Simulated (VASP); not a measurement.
# GaN (F-43m) in VASP: settings compared, part 2 of 2

VASP 6.6.1.

## 4. Single point, PBE

Input file INCAR:

```
ALGO     = Normal         # electronic algorithm
EDIFF    = 1E-6           # SCF threshold, eV
ENCUT    = 520            # plane-wave cutoff, eV
GGA      = PE             # functional
ISIF     = 2              # what is computed and relaxed
ISMEAR   = 0              # smearing method
LASPH    = True           # aspherical terms in the spheres
LCHARG   = True           # write CHGCAR
LELF     = True           # ELF
LREAL    = False          # projectors in reciprocal space
LVHAR    = True         
LWAVE    = False          # write WAVECAR
NBANDS   = 16             # bands
NELM     = 80             # most SCF steps
PREC     = Accurate       # precision mode
SIGMA    = 0.027000000000000003 # smearing width, eV
```

Input file KPOINTS:

```
k-points
0
Gamma
  10 10 10
```

Input file POSCAR:

```
GaN
1.0
    0.0000000000      2.2535006075      2.2535006075
    2.2535006075      0.0000000000      2.2535006075
    2.2535006075      2.2535006075      0.0000000000
Ga N
1 1
Direct
    0.0000000000      0.0000000000      0.0000000000
    0.2500000000      0.2500000000      0.2500000000
```

Potentials or basis: VASP PAW PBE potentials, release 64 (Ga_d, N).

Launch:

```bash
$ cat potpaw_PBE.64/Ga_d/POTCAR potpaw_PBE.64/N/POTCAR > POTCAR
$ mpirun -np 1 vasp_std > vasp.out
```

OUTCAR:

```text
EDIFF = 1E-6
   ENCUT = 520
   GGA = PE
   ISIF = 2
   ISMEAR = 0
   LASPH = True
   LREAL = False
   NELM = 80
   PREC = Accurate

 ion  position               nearest neighbor table
   1  0.000  0.000  0.000-   2 1.95   2 1.95   2 1.95   2 1.95
   2  0.250  0.250  0.250-   1 1.95   1 1.95   1 1.95   1 1.95

  LATTYP: Found a face centered cubic cell.
 ALAT       =     4.5070012150

  Lattice vectors:

 A1 = (   0.0000000000,   2.2535006075,   2.2535006075)
 A2 = (   2.2535006075,   0.0000000000,   2.2535006075)
 A3 = (   2.2535006075,   2.2535006075,   0.0000000000)

Analysis of symmetry for initial positions (statically):
=====================================================================
 Subroutine PRICEL returns:
 Original cell was already a primitive cell.

 Routine SETGRP: Setting up the symmetry group for a
 face centered cubic supercell.

 Subroutine GETGRP returns: Found 24 space group operations
 (whereof 24 operations were pure point group operations)
 out of a pool of 48 trial point group operations.

The static configuration has the point symmetry T_d .

Analysis of symmetry for dynamics (positions and initial velocities):
=====================================================================
 Subroutine PRICEL returns:
 Original cell was already a primitive cell.

 Routine SETGRP: Setting up the symmetry group for a
 face centered cubic supercell.

 Subroutine GETGRP returns: Found 24 space group operations
 (whereof 24 operations were pure point group operations)
 out of a pool of 48 trial point group operations.

The dynamic configuration has the point symmetry T_d .

 Subroutine INISYM returns: Found 24 space group operations
 (whereof 24 operations are pure point group operations),
 and found     1 'primitive' translations

----------------------------------------------------------------------------------------

                                     Primitive cell

  volume of cell :      22.8877

  direct lattice vectors                    reciprocal lattice vectors
     0.000000000  2.253500607  2.253500607    -0.221877020  0.221877020  0.221877020
     2.253500607  0.000000000  2.253500607     0.221877020 -0.221877020  0.221877020
     2.253500607  2.253500607  0.000000000     0.221877020  0.221877020 -0.221877020

  length of vectors
     3.186931122  3.186931122  3.186931122     0.384302272  0.384302272  0.384302272

  position of ions in fractional coordinates (direct lattice)
     0.000000000  0.000000000  0.000000000
     0.250000000  0.250000000  0.250000000

  ion indices of the primitive-cell ions
   primitive index   ion index
                 1           1
                 2           2

----------------------------------------------------------------------------------------

 KPOINTS: k-points

Automatic generation of k-mesh.
 Grid dimensions read from file:
 generate k-points for:   10   10   10

 Generating k-lattice:

  Cartesian coordinates                     Fractional coordinates (reciprocal lattice)
    -0.022187702  0.022187702  0.022187702     0.100000000  0.000000000  0.000000000
     0.022187702 -0.022187702  0.022187702     0.000000000  0.100000000  0.000000000
     0.022187702  0.022187702 -0.022187702     0.000000000  0.000000000  0.100000000

  Length of vectors
     0.038430227  0.038430227  0.038430227

  Shift w.r.t. Gamma in fractional coordinates (k-lattice)
     0.000000000  0.000000000  0.000000000

 Subroutine IBZKPT returns following result:
 ===========================================

 Found     47 irreducible k-points:

 Following reciprocal coordinates:
            Coordinates               Weight
  0.000000  0.000000  0.000000      1.000000
  0.100000  0.000000  0.000000      8.000000
  0.200000  0.000000  0.000000      8.000000
  0.300000  0.000000  0.000000      8.000000
  0.400000  0.000000  0.000000      8.000000
  0.500000  0.000000  0.000000      4.000000
[... 16 lines left out ...]
  0.300000  0.300000  0.000000      6.000000
  0.400000  0.300000  0.000000     24.000000
 [... further k-points ...]
   k-points           NKPTS =     47   k-points in BZ     NKDIM =     47   number of bands    NBANDS=     16
   number of dos      NEDOS =    301   number of ions     NIONS =      2
   total plane-waves  NPLWV =  13824
   dimension x,y,z NGX =    24 NGY =   24 NGZ =   24
   dimension x,y,z NGXF=    48 NGYF=   48 NGZF=   48
   ions per type =               1   1
   NGX,Y,Z   is equivalent  to a cutoff of  12.52, 12.52, 12.52 a.u.
   NGXF,Y,Z  is equivalent  to a cutoff of  25.04, 25.04, 25.04 a.u.
 SYSTEM =  unknown system
   PREC   = accura    normal or accurate (medium, high low for compatibility)
   ISTART =      0    job   : 0-new  1-cont  2-samecut
   ICHARG =      2    charge: 1-file 2-atom 10-const
   ISPIN  =      1    spin polarized calculation?
   LNONCOLLINEAR =      F non collinear calculations
   LSORBIT =      F    spin-orbit coupling
   LASPH  =      T    aspherical Exc in radial PAW
   ENCUT  =  520.0 eV  38.22 Ry    6.18 a.u.   5.93  5.93  5.93*2*pi/ulx,y,z
   NELM   =     80;   NELMIN=  2; NELMDL= -5     # of ELM steps
   EDIFF  = 0.1E-05   stopping-criterion for ELM
   LREAL  =      F    real-space projection
   EDIFFG = 0.1E-04   stopping-criterion for IOM
   NSW    =      0    number of steps for IOM
   IBRION =     -1    ionic relax: 0-MD 1-quasi-New 2-CG
   NFREE  =      0    steps in history (QN), initial steepest desc. (CG)
   ISIF   =      2    stress and relaxation
   ISYM   =      2    0-nonsym 1-usesym 2-fastsym
   POTIM  = 0.5000    time-step for ionic-motion
   TEBEG  =    0.0;   TEEND  =   0.0 temperature during run
   PSTRESS=    0.0 pullay stress
   NELECT =      18.0000    total number of electrons
   NUPDOWN=      -1.0000    fix difference up-down
   EMIN   =  10.00;   EMAX   =-10.00  energy-range for DOS
   EFERMI =   0.00;   METHOD = LEGACY
   ISMEAR =     0;   SIGMA  =   0.03  broadening in eV -4-tet -1-fermi 0-gaus
   EFERMI_NEDOS =   21; number of points for ismear=-14 and -15
   IALGO  =     38    algorithm
   IMIX   =      4    mixing-type and parameters
     AMIX     =   0.40;   BMIX     =  1.00
     AMIX_MAG =   1.60;   BMIX_MAG =  1.00
  volume/ion in A,a.u.               =      11.44        77.23
  Fermi-wavevector in a.u.,A,eV,Ry     =   1.511117  2.855596 31.068543  2.283473
  Thomas-Fermi vector in A             =   2.621216
   LORBIT       =      0    0 simple, 1 ext, 2 COOP (PROOUT), +10 PAW based schemes
   GGA     = PE    functional components
   LHFCALC =     F    Hartree Fock is set to
   AEXX    =    0.0000 exact exchange contribution
   IVDW    =     0    specifies the selected vdW correction
   LEPSILON=     F    determine dielectric tensor
   LRPA    =     F    only Hartree local field effects (RPA)
 non-spin polarized calculation
 Gauss-broadening in eV      SIGMA  =   0.03
  energy-cutoff  :      520.00
  volume of cell :       22.89
 maximum number of plane-waves:       636
   NGX = 11   NGY = 11   NGZ = 11

 number of electron      18.0000004 magnetization

 Free energy of the ion-electron system (eV)
  ---------------------------------------------------
  ext. energy  EPLUGINS =         0.00000000
  ---------------------------------------------------
  free energy    TOTEN  =       -12.14320721 eV

  energy without entropy =      -12.14320721  energy(sigma->0) =      -12.14320721

 E-fermi :   5.4780     XC(G=0): -11.6669

 val. band max:        5.2811952844   @ k =   0.0000   0.0000   0.0000
 cond. band min:       7.0056103275   @ k =   0.0000   0.0000   0.0000
 fundamental gap:      1.7244150431
 Fermi energy:         5.4780176076

 k-point     1 :       0.0000    0.0000    0.0000
  band No.  band energies     occupation
      1     -10.6523      2.00000
      2      -8.1604      2.00000
      3      -8.1604      2.00000
      4      -8.1604      2.00000
      5      -7.8407      2.00000
      6      -7.8407      2.00000
[... 8 lines left out ...]
     15      24.1369      0.00000
     16      24.1369      0.00000

 k-point     2 :       0.1000    0.0000    0.0000
  band No.  band energies     occupation
      1     -10.5423      2.00000
      2      -8.1468      2.00000
      3      -8.1468      2.00000
      4      -8.1215      2.00000
      5      -7.8420      2.00000
      6      -7.8420      2.00000
[... 8 lines left out ...]
     15      22.8360      0.00000
     16      22.8485      0.00000
[... 387 lines left out ...]
      5      -7.7905      2.00000
      6      -7.3726      2.00000
[... 8 lines left out ...]
     15      27.3182      0.00000
     16      27.7431      0.00000

 k-point    24 :       0.4000    0.3000    0.0000
  band No.  band energies     occupation
      1      -9.6789      2.00000
      2      -8.0306      2.00000
      3      -7.9364      2.00000
      4      -7.9359      2.00000
      5      -7.7803      2.00000
      6      -6.9184      2.00000
[... 8 lines left out ...]
     15      27.5927      0.00000
     16      27.7094      0.00000

 [... further k-points ...]
[... 5 lines left out ...]
  --------------------------------------------------------------------------------------
  -------------------------------------------------------------------------------------
  Total        0.7277652      0.7277652      0.7277652      0.0000000     -0.0000000      0.0000000
  in kB       50.9446786     50.9446786     50.9446786      0.0000000     -0.0000000      0.0000000
  external PRESSURE =      50.9446786 kB  Pullay stress =       0.0000000 kB

 VOLUME and BASIS-vectors are now :
 -----------------------------------------------------------------------------
  energy-cutoff  :      520.00
  volume of cell :       22.89
      direct lattice vectors                 reciprocal lattice vectors
     0.000000000  2.253500607  2.253500607    -0.221877020  0.221877020  0.221877020
     2.253500607  0.000000000  2.253500607     0.221877020 -0.221877020  0.221877020
     2.253500607  2.253500607  0.000000000     0.221877020  0.221877020 -0.221877020

 POSITION                                       TOTAL-FORCE (eV/Angst)
 -----------------------------------------------------------------------------------
      0.00000      0.00000      0.00000        -0.000000     -0.000000     -0.000000
      1.12675      1.12675      1.12675         0.000000      0.000000      0.000000
 -----------------------------------------------------------------------------------
    total drift:                                0.000002      0.000002      0.000002

  FREE ENERGIE OF THE ION-ELECTRON SYSTEM (eV)
  ---------------------------------------------------
  free  energy   TOTEN  =       -12.1432072070 eV

  energy  without entropy=      -12.1432072070  energy(sigma->0) =      -12.14320721
```

Run time: 15 s. Hardware: 1 thread of Intel Xeon 8259CL, shared host; peak memory 0.15 GiB.

What came out:

- Free energy: -12.1432 eV
- Pressure: 5.1 GPa
- Band gap on the k mesh: 1.72 eV, direct

## 5. Single point, PBE+D4

This run uses another cell than the first one, of 11.40 Å³/atom, 0.997 times its volume.

Input file INCAR:

```
SYSTEM = GaN
ALGO = Normal
EDIFF = 1E-6
ENCUT = 520
GGA = PE
ISIF = 2
ISMEAR = -1
IVDW = 13
LASPH = .True.
LCHARG = .False.
LREAL = .False.
LWAVE = .False.
NBANDS = 16
NELM = 60
PREC = Accurate
SIGMA = 0.05
```

Input file KPOINTS:

```
k-points
0
Gamma
  10 10 10
  0 0 0
```

Input file POSCAR:

```
GaN
1.0
    0.0000000000      2.2509415753      2.2509415753
    2.2509415753      0.0000000000      2.2509415753
    2.2509415753      2.2509415753      0.0000000000
Ga N
1 1
Direct
    0.0000000000      0.0000000000      0.0000000000
    0.2500000000      0.2500000000      0.2500000000
```

Launch:

```bash
$ cat potpaw_PBE.64/Ga_d/POTCAR potpaw_PBE.64/N/POTCAR > POTCAR
$ mpirun -np 1 vasp_std > vasp.out
```

It took 16 s on 1 thread of Intel Xeon 8259CL, shared host; peak memory 0.15 GiB.

It converged, with:

| Quantity | Value |
| --- | --- |
| Free energy | -12.9443 eV |
| Pressure | 0.0 GPa |
| Band gap on the k mesh | 1.75 eV, direct |
| Dispersion energy per atom | -0.402 eV |

Levels at points of the mesh, in eV from the valence-band top:
```tsv
k point	band 6	band 7	band 8	band 9	band 10	band 11	band 12	band 13
(0.00, 0.00, 0.00)	-13.12	0.00	0.00	0.00	1.75	10.32	10.32	10.32
(0.50, 0.00, 0.00)	-11.88	-7.06	-0.97	-0.97	4.66	8.74	10.38	10.38
(0.50, 0.50, 0.00)	-11.45	-6.14	-2.71	-2.71	3.35	6.68	11.73	14.00
```

## 6. The runs side by side

```tsv
level	cell	k mesh	smearing	gap on the mesh (eV)	pressure (GPa)
PBE	a = 3.187 Å, angles 60.0°, 2 atoms	8 × 8 × 8	fermi-dirac 0.05 eV	1.72	5.1
PBE	a = 3.187 Å, angles 60.0°, 2 atoms	10 × 10 × 10	gaussian 0.026 eV	1.72	5.1
PBE	a = 3.187 Å, angles 60.0°, 2 atoms	10 × 10 × 10	gaussian 0.027 eV	1.72	5.1
PBE+D4	a = 3.183 Å, angles 60.0°, 2 atoms	10 × 10 × 10	fermi-dirac 0.05 eV	1.75	0.0
```

Alike in all rows: task single point; potentials or basis VASP PAW PBE potentials, release 64 (Ga_d, N); no spin polarisation; cutoff (eV) 520.

On the cell as given the gap runs from 1.72 eV (PBE) to 1.72 eV (PBE); the meshes differ, which moves gaps too.

Absolute energies hang on the potentials; compare differences alone.
